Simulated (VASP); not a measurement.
The system is SnO.

```
Sn O
1.0
     3.79860    0.00000    0.00000
     0.00000    3.79860    0.00000
     0.00000    0.00000    4.84080
Sn O
2 2
Direct
  0.50000 0.00000 0.23690
  0.00000 0.50000 0.76310
  0.00000 0.00000 0.00000
  0.50000 0.50000 0.00000
```

```yaml
Program: VASP 6.6.1
Task: relaxation of cell and atoms
Functional: PBE
Potentials_or_basis: VASP PAW PBE potentials, release 64 (Sn_d, O)
Cutoff: 600 eV
k_mesh: 10 × 10 × 8
Occupations: gaussian, width 0.02 eV
Spin: no spin polarisation
```

At the start: pressure 5.0 GPa; volume 17.46 Å³/atom.

**Question.** How do energy, volume and symmetry change on relaxing?

**Answer.** Over 12 steps the energy falls by 15.0 meV/atom and the volume is 18.85 Å³/atom (+8.0 %); space group P4/nmm (No. 129, to 0.1 Å) before and after.

The path:
| step | energy change (eV) | largest force (eV/Å) | pressure (GPa) | volume (Å³) |
| --- | --- | --- | --- | --- |
| 1 | 0.0000 | 0.5820 | 5.01 | 69.85 |
| 2 | -0.0052 | 0.8850 | -3.50 | 75.51 |
| 3 | -0.0505 | 0.2115 | 0.28 | 72.66 |
| 4 | -0.0541 | 0.1267 | 0.17 | 73.11 |
| 5 | -0.0557 | 0.0267 | 0.05 | 73.68 |
| 6 | -0.0568 | 0.0126 | 0.09 | 73.86 |
| 7 | -0.0590 | 0.0301 | 0.25 | 74.41 |
| 8 | -0.0587 | 0.1157 | 0.60 | 75.49 |
| 9 | -0.0596 | 0.0743 | 0.42 | 74.93 |
| 10 | -0.0601 | 0.0024 | 0.03 | 75.39 |
| 11 | -0.0601 | 0.0040 | 0.01 | 75.40 |
| 12 | -0.0601 | 0.0026 | 0.01 | 75.41 |

Final structure:
```
CELL_PARAMETERS angstrom
3.86725 0.00000 0.00000
0.00000 3.86725 0.00000
0.00000 0.00000 5.04194
ATOMIC_POSITIONS crystal
Sn 0.50000 0.00000 0.23069
Sn 0.00000 0.50000 0.76931
O 0.00000 0.00000 0.00000
O 0.50000 0.50000 0.00000
```
